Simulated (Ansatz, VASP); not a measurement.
**One calculation of Pt, two programs**

Contents of INCAR:

```
  PREC = Accurate
  ENCUT = 500
  EDIFF = 1E-6
  ISMEAR = -1
  SIGMA = 0.1
  LREAL = False
  LASPH = True
  NELM = 200
  ALGO = Normal
  ISIF = 2
  LWAVE = False
  LCHARG = False
  ISPIN = 2
  MAGMOM = 0
  LORBIT = 11
  LMAXMIX = 4
  GGA = PE
  NBANDS = 15
  GGA_COMPAT = False
```

The input KPOINTS:

```
regular mesh
0
Gamma
  8 8 8
```

File POSCAR:

```
Pt
1.0
   -1.6315000000      1.6315000000      1.6315000000
    1.6315000000     -1.6315000000      1.6315000000
    1.6315000000      1.6315000000     -1.6315000000
Pt
1
Direct
    0.0000000000      0.0000000000      0.0000000000
```

Input for Ansatz:

```yaml
crystal:
  lattice:
    - [-1.6315, 1.6315, 1.6315]
    - [1.6315, -1.6315, 1.6315]
    - [1.6315, 1.6315, -1.6315]
  atoms:
    - { symbol: Pt, position: [0, 0, 0] }
kpoints:
  mp_grid: { grid: [8, 8, 8], shift: [0, 0, 0] }
hamiltonian:
  xc: pbe
  pseudopotentials: { kind: paw }
magnetization:
  spin_polarized: true
scf:
  occupations: { method: fermi_dirac }
```

Alike in both runs: task single point; functional PBE; k mesh 8 × 8 × 8; collinear spin.

```csv
,VASP,Ansatz
version,VASP 6.6.1,Ansatz 0.2 development build
potentials or method,"VASP PAW PBE potentials, release 64 (Pt)","PAW hard, scalar-relativistic"
plane-wave cutoff (eV),500,570
occupations,"fermi-dirac, width 0.1 eV",fermi-dirac
```

|  | VASP | Ansatz | Ansatz less VASP |
| --- | --- | --- | --- |
| net moment per atom (μB) | 0.00 | 0.00 | 0.000 |

Neither program's run includes spin-orbit coupling.
